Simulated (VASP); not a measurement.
# LiFeN (P-6m2) in VASP: further runs

Aim: see how the results for LiFeN move with the level of theory and the settings. Levels: PBE+U, PBE. Tasks: single point.

All numbers are computed with VASP 6.6.1; they aren't measurements. Logs are shortened: lines on timing, memory, paths and dates and some standing lists are left out, and cuts for length are marked.

**1. The cell of the first run**

It takes space group P-6m2 (No. 187, hexagonal). Conventional cell: a = 3.101 Å, b = 3.101 Å, c = 4.145 Å, α = 90.00°, β = 90.00°, γ = 120.00°. Fe (site symmetry -6m2) has 3 N at 1.79 Å within 2.4 Å. N (site symmetry -6m2) has 3 Fe at 1.79 Å and 2 Li at 2.07 Å within 2.4 Å. Li (site symmetry -6m2) has 2 N at 2.07 Å and 6 Fe at 2.74 Å within 2.8 Å.

**2. Single point, PBE+U, collinear spin, ferromagnetic start**

The input, INCAR:

```
PREC = Accurate
ENCUT = 520
EDIFF = 1E-7
ISMEAR = -1
SIGMA = 0.05
LREAL = F
LASPH = T
NELM = 150
ALGO = Normal
ISIF = 2
LWAVE = F
LCHARG = T
ISPIN = 2
MAGMOM = 3 0 0
LORBIT = 11
LMAXMIX = 4
LDAU = T
LDAUTYPE = 2
LDAUL = 2 -1 -1
LDAUU = 2 0 0
LDAUJ = 0 0 0
LDAUPRINT = 1
GGA = PE
LELF = T
LVHAR = T
NBANDS = 19
```

The input, KPOINTS:

```
regular mesh
0
Gamma
  10 10 7
```

The input, POSCAR:

```
LiFeN
1.0
    3.1006003459      0.0000000000      0.0000000000
   -1.5503001729      2.6851986665      0.0000000000
    0.0000000000      0.0000000000      4.1453390000
Fe N Li
1 1 1
Direct
    0.3333333333      0.6666666667      0.5000000000
    0.0000000000      0.0000000000      0.5000000000
    0.0000000000      0.0000000000      0.0000000000
```

Potentials or basis: VASP PAW PBE potentials, release 64 (Fe, N, Li_sv).

Launch:

```console
$ cat potpaw_PBE.64/Fe/POTCAR potpaw_PBE.64/N/POTCAR potpaw_PBE.64/Li_sv/POTCAR > POTCAR
$ mpirun -np 1 vasp_std > vasp.out
```

OUTCAR:

```text
PREC = Accurate
   ENCUT = 520
   EDIFF = 1E-7
   ISMEAR = -1
   LREAL = F
   LASPH = T
   NELM = 150
   ISIF = 2
   ISPIN = 2
   LORBIT = 11
   GGA = PE

 ion  position               nearest neighbor table
   1  0.333  0.667  0.500-   2 1.79   2 1.79   2 1.79   3 2.74   3 2.74   3 2.74   3 2.74   3 2.74
                             3 2.74
   2  0.000  0.000  0.500-   1 1.79   1 1.79   1 1.79   3 2.07   3 2.07
   3  0.000  0.000  0.000-   2 2.07   2 2.07   1 2.74   1 2.74   1 2.74   1 2.74   1 2.74   1 2.74

  LATTYP: Found a hexagonal cell.
 ALAT       =     3.1006003459
 C/A-ratio  =     1.3369472159

  Lattice vectors:

 A1 = (   3.1006003459,   0.0000000000,   0.0000000000)
 A2 = (  -1.5503001729,   2.6851986665,   0.0000000000)
 A3 = (   0.0000000000,   0.0000000000,   4.1453390000)

Analysis of symmetry for initial positions (statically):
=====================================================================
 Subroutine PRICEL returns:
 Original cell was already a primitive cell.

 Routine SETGRP: Setting up the symmetry group for a
 hexagonal supercell.

 Subroutine GETGRP returns: Found 12 space group operations
 (whereof 12 operations were pure point group operations)
 out of a pool of 24 trial point group operations.

The static configuration has the point symmetry D_3h.

Analysis of symmetry for dynamics (positions and initial velocities):
=====================================================================
 Subroutine PRICEL returns:
 Original cell was already a primitive cell.

 Routine SETGRP: Setting up the symmetry group for a
 hexagonal supercell.

 Subroutine GETGRP returns: Found 12 space group operations
 (whereof 12 operations were pure point group operations)
 out of a pool of 24 trial point group operations.

The dynamic configuration has the point symmetry D_3h.

Analysis of structural, dynamic, and magnetic symmetry:
=====================================================================
 Subroutine PRICEL returns:
 Original cell was already a primitive cell.

 Routine SETGRP: Setting up the symmetry group for a
 hexagonal supercell.

 Subroutine GETGRP returns: Found 12 space group operations
 (whereof 12 operations were pure point group operations)
 out of a pool of 24 trial point group operations.

The overall configuration has the point symmetry D_3h.

 Subroutine INISYM returns: Found 12 space group operations
 (whereof 12 operations are pure point group operations),
 and found     1 'primitive' translations

----------------------------------------------------------------------------------------

                                     Primitive cell

  volume of cell :      34.5130

  direct lattice vectors                    reciprocal lattice vectors
     3.100600346  0.000000000  0.000000000     0.322518186  0.186205962  0.000000000
    -1.550300173  2.685198666  0.000000000     0.000000000  0.372411923  0.000000000
     0.000000000  0.000000000  4.145339000     0.000000000  0.000000000  0.241234794

  length of vectors
     3.100600346  3.100600346  4.145339000     0.372411923  0.372411923  0.241234794

  position of ions in fractional coordinates (direct lattice)
     0.333333333  0.666666667  0.500000000
     0.000000000  0.000000000  0.500000000
     0.000000000  0.000000000  0.000000000

  ion indices of the primitive-cell ions
   primitive index   ion index
                 1           1
                 2           2
                 3           3

[... 74 lines left out ...]
   NSW    =      0    number of steps for IOM
   IBRION =     -1    ionic relax: 0-MD 1-quasi-New 2-CG
   NFREE  =      0    steps in history (QN), initial steepest desc. (CG)
   ISIF   =      2    stress and relaxation
   ISYM   =      2    0-nonsym 1-usesym 2-fastsym
   POTIM  = 0.5000    time-step for ionic-motion
   TEBEG  =    0.0;   TEEND  =   0.0 temperature during run
   PSTRESS=    0.0 pullay stress
   NELECT =      16.0000    total number of electrons
   NUPDOWN=      -1.0000    fix difference up-down
   EMIN   =  10.00;   EMAX   =-10.00  energy-range for DOS
   EFERMI =   0.00;   METHOD = LEGACY
   ISMEAR =    -1;   SIGMA  =   0.05  broadening in eV -4-tet -1-fermi 0-gaus
   EFERMI_NEDOS =   21; number of points for ismear=-14 and -15
   IALGO  =     38    algorithm
   IMIX   =      4    mixing-type and parameters
     AMIX     =   0.40;   BMIX     =  1.00
     AMIX_MAG =   1.60;   BMIX_MAG =  1.00
  volume/ion in A,a.u.               =      11.50        77.63
  Fermi-wavevector in a.u.,A,eV,Ry     =   1.267031  2.394342 21.842368  1.605369
  Thomas-Fermi vector in A             =   2.400201
   LORBIT       =     11    0 simple, 1 ext, 2 COOP (PROOUT), +10 PAW based schemes
 LDA+U is selected, type is set to LDAUTYPE =  2
   angular momentum for each species LDAUL =     2   -1   -1
   U (eV)           for each species LDAUU =   2.0  0.0  0.0
   J (eV)           for each species LDAUJ =   0.0  0.0  0.0
   GGA     = PE    functional components
   LHFCALC =     F    Hartree Fock is set to
   AEXX    =    0.0000 exact exchange contribution
   IVDW    =     0    specifies the selected vdW correction
   LEPSILON=     F    determine dielectric tensor
   LRPA    =     F    only Hartree local field effects (RPA)
 spin polarized calculation
  energy-cutoff  :      520.00
  volume of cell :       34.51
 maximum number of plane-waves:       944
 NGX is ok and might be reduce to    24
   NGX = 11   NGY = 11   NGZ = 15

atom =   1  type =  1  l = 2

 onsite density matrix

spin component  1

  0.8830 -0.0000 -0.0000 -0.0000 -0.0000
 -0.0000  0.9519 -0.0000  0.0000  0.0000
 -0.0000 -0.0000  0.8567  0.0000 -0.0000
 -0.0000  0.0000  0.0000  0.9519  0.0000
 -0.0000  0.0000 -0.0000  0.0000  0.8830

spin component  2

  0.4183  0.0000 -0.0000  0.0000  0.0000
  0.0000  0.1474  0.0000  0.0000 -0.0000
 -0.0000  0.0000  0.7380 -0.0000 -0.0000
  0.0000  0.0000 -0.0000  0.1474  0.0000
  0.0000 -0.0000 -0.0000  0.0000  0.4183

 occupancies and eigenvectors

  o =  0.1474  v =  0.0000  0.0000  0.0000  0.0000  0.0000  0.0000 -0.8781  0.0000  0.4785  0.0000      0.0000  0.0000  0.0000  0.0000  0.0000  0.0000  0.0000  0.0000  0.0000  0.0000
  o =  0.1474  v =  0.0000  0.0000  0.0000  0.0000  0.0000  0.0000 -0.4785  0.0000 -0.8781  0.0000      0.0000  0.0000  0.0000  0.0000  0.0000  0.0000  0.0000  0.0000  0.0000  0.0000
  o =  0.4183  v =  0.0000  0.0000  0.0000  0.0000  0.0000 -0.9987  0.0000 -0.0000 -0.0000  0.0508      0.0000  0.0000  0.0000  0.0000  0.0000  0.0000  0.0000  0.0000  0.0000  0.0000
  o =  0.4183  v =  0.0000  0.0000  0.0000  0.0000  0.0000 -0.0508 -0.0000 -0.0000 -0.0000 -0.9987      0.0000  0.0000  0.0000  0.0000  0.0000  0.0000  0.0000  0.0000  0.0000  0.0000
  o =  0.7380  v =  0.0000  0.0000  0.0000  0.0000  0.0000 -0.0000 -0.0000  1.0000 -0.0000 -0.0000      0.0000  0.0000  0.0000  0.0000  0.0000  0.0000  0.0000  0.0000  0.0000  0.0000
  o =  0.8567  v = -0.0000  0.0000 -1.0000  0.0000 -0.0000  0.0000  0.0000  0.0000  0.0000  0.0000      0.0000  0.0000  0.0000  0.0000  0.0000  0.0000  0.0000  0.0000  0.0000  0.0000
  o =  0.8830  v =  0.9993  0.0000 -0.0000 -0.0000  0.0377  0.0000  0.0000  0.0000  0.0000  0.0000      0.0000  0.0000  0.0000  0.0000  0.0000  0.0000  0.0000  0.0000  0.0000  0.0000
  o =  0.8830  v =  0.0377 -0.0000  0.0000  0.0000 -0.9993  0.0000  0.0000  0.0000  0.0000  0.0000      0.0000  0.0000  0.0000  0.0000  0.0000  0.0000  0.0000  0.0000  0.0000  0.0000
  o =  0.9519  v = -0.0000  0.8780  0.0000 -0.4787 -0.0000  0.0000  0.0000  0.0000  0.0000  0.0000      0.0000  0.0000  0.0000  0.0000  0.0000  0.0000  0.0000  0.0000  0.0000  0.0000
  o =  0.9519  v = -0.0000  0.4787  0.0000  0.8780  0.0000  0.0000  0.0000  0.0000  0.0000  0.0000      0.0000  0.0000  0.0000  0.0000  0.0000  0.0000  0.0000  0.0000  0.0000  0.0000

 number of electron      15.9999985 magnetization       2.8628677

 Free energy of the ion-electron system (eV)
  ---------------------------------------------------
  ext. energy  EPLUGINS =         0.00000000
  ---------------------------------------------------
  free energy    TOTEN  =       -17.10464697 eV

  energy without entropy =      -17.09677822  energy(sigma->0) =      -17.10071260

 E-fermi :   4.1562     XC(G=0): -10.1988

 val. band max:        4.1375834884   @ k =   0.5000   0.0000   0.2857
 cond. band min:       4.2740181928   @ k =   0.4000   0.1000   0.4286
 fundamental gap:      0.1364347044
 Fermi energy:         4.1561680895

 spin component 1

 k-point     1 :       0.0000    0.0000    0.0000
  band No.  band energies     occupation
      1     -41.8865      1.00000
      2     -12.1109      1.00000
      3      -3.1159      1.00000
      4      -3.1159      1.00000
      5      -0.8244      1.00000
      6       0.0597      1.00000
[... 1049 lines left out ...]
     18      20.6546      0.00000
     19      22.5045      0.00000

 [... further k-points ...]

------------------------ aborting loop because EDIFF is reached ----------------------------------------

  FORCE on cell =-STRESS in cart. coord.  units (eV):
  Direction    XX          YY          ZZ          XY          YZ          ZX
  --------------------------------------------------------------------------------------
  -------------------------------------------------------------------------------------
  Total        5.3332237      5.3332237     -0.1780611      0.0000000     -0.0000000      0.0000000
  in kB      247.5814588    247.5814588     -8.2660359      0.0000000     -0.0000000      0.0000000
  external PRESSURE =     162.2989606 kB  Pullay stress =       0.0000000 kB

 VOLUME and BASIS-vectors are now :
 -----------------------------------------------------------------------------
  energy-cutoff  :      520.00
  volume of cell :       34.51
      direct lattice vectors                 reciprocal lattice vectors
     3.100600346  0.000000000  0.000000000     0.322518186  0.186205962  0.000000000
    -1.550300173  2.685198666  0.000000000     0.000000000  0.372411923  0.000000000
     0.000000000  0.000000000  4.145339000     0.000000000  0.000000000  0.241234794

 POSITION                                       TOTAL-FORCE (eV/Angst)
 -----------------------------------------------------------------------------------
     -0.00000      1.79013      2.07267         0.000000     -0.000000      0.000000
      0.00000      0.00000      2.07267        -0.000000      0.000000      0.000000
      0.00000      0.00000      0.00000        -0.000000     -0.000000      0.000000
 -----------------------------------------------------------------------------------
    total drift:                               -0.000001      0.000001     -0.000000

  FREE ENERGIE OF THE ION-ELECTRON SYSTEM (eV)
  ---------------------------------------------------
  free  energy   TOTEN  =       -17.1046469734 eV

  energy  without entropy=      -17.0967782244  energy(sigma->0) =      -17.10071260

 total charge

# of ion       s       p       d       tot
------------------------------------------
    1        0.553   0.698   6.359   7.610
    2        1.263   2.514   0.000   3.777
    3        2.029   0.070   0.000   2.098
--------------------------------------------------
tot          3.845   3.282   6.359  13.485

 magnetization (x)

# of ion       s       p       d       tot
------------------------------------------
    1        0.040   0.073   2.657   2.770
    2        0.006   0.065   0.000   0.071
    3       -0.002  -0.005   0.000  -0.007
--------------------------------------------------
tot          0.045   0.133   2.657   2.835
```

Wall time 61 s (1 thread of Oxide Virtual Turin-like, shared host); peak memory 0.16 GiB.

What came out:

* Free energy: -17.1046 eV
* Net moment: 2.86 μB per cell
* Site moments: Fe +2.77; N +0.07; Li -0.01 μB
* Valence electrons inside the program's atomic spheres: Fe 7.61; N 3.78; Li 2.10

Eigenvalues of the final occupation matrices:
```
    site  spin  trace               eigenvalues
site 1 d     1   4.53  0.86 0.88 0.88 0.95 0.95
site 1 d     2   1.87  0.15 0.15 0.42 0.42 0.74
```

Caveat: the cutoff is under 1.25 times the usual one of these potentials, so pressure, stress and relaxed cells hold a basis-set (Pulay) error; a cell with one magnetic atom can't hold antiferromagnetic order, which such compounds often take. The state reached can hang on the start; a lower one may exist.

(Continued in part 2 of 3.)
